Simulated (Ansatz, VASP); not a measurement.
## Two plane-wave programs on PbS

```xyz
2
Lattice="0.0000 2.9519 2.9519 2.9519 0.0000 2.9519 2.9519 2.9519 0.0000" Properties=species:S:1:pos:R:3 pbc="T T T"
Pb    0.0000    0.0000    0.0000
S     2.9519    2.9519    2.9519
```

Alike in both runs: functional PBEsol; k mesh 10 × 10 × 10; occupations gaussian, width 0.01 eV; no spin polarisation.

Ansatz relaxed the structure, and its values are those at the end. VASP's run is a single point on that final structure, the one shown.

|  | VASP | Ansatz |
| --- | --- | --- |
| version | VASP 6.6.1 | Ansatz 0.2.0 |
| potentials or method | VASP PAW PBE potentials, release 64 (Pb_d, S), cutoff 520 eV | scalar-relativistic, plane waves, PAW |
| valence electrons in the cell | 20 | 20 |

Ansatz gave:

| Quantity | Value |
| --- | --- |
| gap on the k mesh at the Fermi level (eV) | 0.20 |
| least direct gap on the mesh (eV) | 0.20 |
| pressure (GPa) | 0.0 |

Task: Which values does VASP return?

Result: gap on the k mesh at the Fermi level (eV): 0.20; least direct gap on the mesh (eV): 0.20; pressure (GPa): -0.1.

VASP's potentials were made for PBE, not for PBEsol, and Ansatz warns of the same on its side.

Neither program's run includes spin-orbit coupling.
